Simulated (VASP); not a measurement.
# Si3Sn: single point with PBE

Crystal: Si3Sn.

```xyz
4
Lattice="2.0541 1.1685 6.6337 -2.0541 1.1685 6.6337 0.0000 -2.3370 6.6337" Properties=species:S:1:pos:R:3 pbc="T T T"
Si    2.0541    1.1649    6.7575
Si    0.0000   -0.0050    9.8195
Si    0.0000    0.0016    7.4690
Sn    0.0000    0.0070   17.4144
```

This cell differs from its parent crystal: uniaxial x strain +1.5%.

```yaml
Program: VASP 6.6.1
Task: single point
Functional: PBE
Potentials_or_basis: VASP PAW PBE potentials, release 64 (Si, Sn_d)
Cutoff: 520 eV
k_mesh: 8 × 8 × 8
Occupations: fermi-dirac, width 0.02 eV
Spin: no spin polarisation
```

* Pressure: 0.3 GPa
* Largest force: 0.060 eV/Å
* Band gap on the k mesh: 0.10 eV, indirect (least direct gap 0.22 eV)

Forces on the atoms (eV/Å):
```
Si   0.000 -0.006  0.054
Si   0.000 -0.003 -0.060
Si   0.000  0.007 -0.029
Sn   0.000  0.003  0.035
```

Stress tensor (GPa, compression positive):
```
-0.73  0.00  0.00
 0.00  0.71  0.15
 0.00  0.15  0.97
```

Levels at points of the mesh, in eV from the valence-band top:
```tsv
k point	band 10	band 11	band 12	band 13	band 14	band 15	band 16	band 17
(0.00, 0.00, 0.00)	-1.76	-0.44	-0.12	0.00	0.22	1.52	1.87	1.97
(0.50, 0.00, 0.00)	-3.77	-3.60	-2.82	-1.98	0.67	1.76	3.74	3.92
(0.50, 0.50, 0.00)	-3.26	-3.05	-1.52	-1.47	0.10	0.48	0.72	2.86
(0.00, 0.00, 0.50)	-3.76	-3.58	-2.94	-2.12	0.54	1.59	3.77	3.96
(0.50, 0.00, 0.50)	-3.14	-3.08	-1.51	-1.33	0.22	0.47	0.84	2.97
(0.50, 0.50, 0.50)	-1.69	-1.62	-0.62	-0.50	0.31	1.71	2.51	2.62
```

Run time: 9.1 min on 1 thread of Intel(R) Xeon(R) 6975P-C (Granite Rapids) (shared host), peak memory 0.57 GiB.

Caveat: the cell differs from its parent crystal (uniaxial x strain +1.5%); spin-orbit coupling is left out, which moves the levels of the heavy elements. A k mesh can miss the band edges.
